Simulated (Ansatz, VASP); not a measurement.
**Two plane-wave programs on ZnS**

```
CELL_PARAMETERS angstrom
0.00000 2.70200 2.70200
2.70200 0.00000 2.70200
2.70200 2.70200 0.00000
ATOMIC_POSITIONS crystal
Zn 0.25000 0.25000 0.25000
S 0.00000 0.00000 0.00000
```

Alike in both runs: task relaxation of cell and atoms; functional PBE; k mesh 8 × 8 × 8; occupations fermi-dirac, width 0.02 eV; no spin polarisation.

```csv
,VASP,Ansatz
version,VASP 6.6.1,Ansatz 0.2.0
potentials or method,"VASP PAW PBE potentials, release 64 (Zn, S), cutoff 600 eV",PAW plane waves
valence electrons in the cell,18,18
```

Ansatz gave:

| Item | Value |
| --- | --- |
| gap on the k mesh at the Fermi level, each at its own relaxed structure (eV) | 2.01 |
| relaxed volume (Å³/atom) | 20.16 |
| relaxed cell length with the largest relative difference (Å) | 3.849 |

Problem. Estimate VASP's values.

Solution. gap on the k mesh at the Fermi level, each at its own relaxed structure (eV): 2.01; relaxed volume (Å³/atom): 20.20; relaxed cell length with the largest relative difference (Å): 3.852.
